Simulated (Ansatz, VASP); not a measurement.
**LiHf2O2 in VASP and in Ansatz**

```
Li Hf O
1.0
     3.43618    0.00000    0.00000
    -1.71809    2.97582    0.00000
     0.00000    0.00000    8.08610
Li Hf O
1 2 2
Direct
  0.00000 0.00000 0.00000
  0.66667 0.33333 0.31173
  0.33333 0.66667 0.68827
  0.33333 0.66667 0.40158
  0.66667 0.33333 0.59842
```

Change from the starting cell: species swapped into the SrMg2Sb2 type (P-3m1, No. 164).

Alike in both runs: functional PBE; k mesh 6 × 6 × 4; occupations gaussian, width 0.1 eV; no spin polarisation.

Ansatz relaxed the structure, and its values are those at the end. VASP's run is a single point on that final structure, the one shown.

|  | VASP | Ansatz |
| --- | --- | --- |
| version | VASP 6.6.1 | Ansatz 0.2.0 |
| potentials or method | VASP PAW PBE potentials, release 64 (Li_sv, Hf_pv, O), cutoff 520 eV | scalar-relativistic, plane waves, PAW |
| valence electrons in the cell | 35 | 67 |

|  | VASP | Ansatz | Ansatz less VASP |
| --- | --- | --- | --- |
| gap on the k mesh at the Fermi level (eV) | none | none | - |
| rms of the force components (eV/Å) | 0.082 | 0.003 | -0.0782 |

A gap of «none» marks a metal or a gap that the smearing closes. With one functional, cell and mesh, what is left measures potentials, basis and numerics. VASP's potentials hold 35 valence electrons a cell and Ansatz's 67, so a difference there can come from the potentials and not from the codes.

Neither program's run includes spin-orbit coupling. Noted on VASP's run: the cutoff is short for stress, so the pressure is rough.
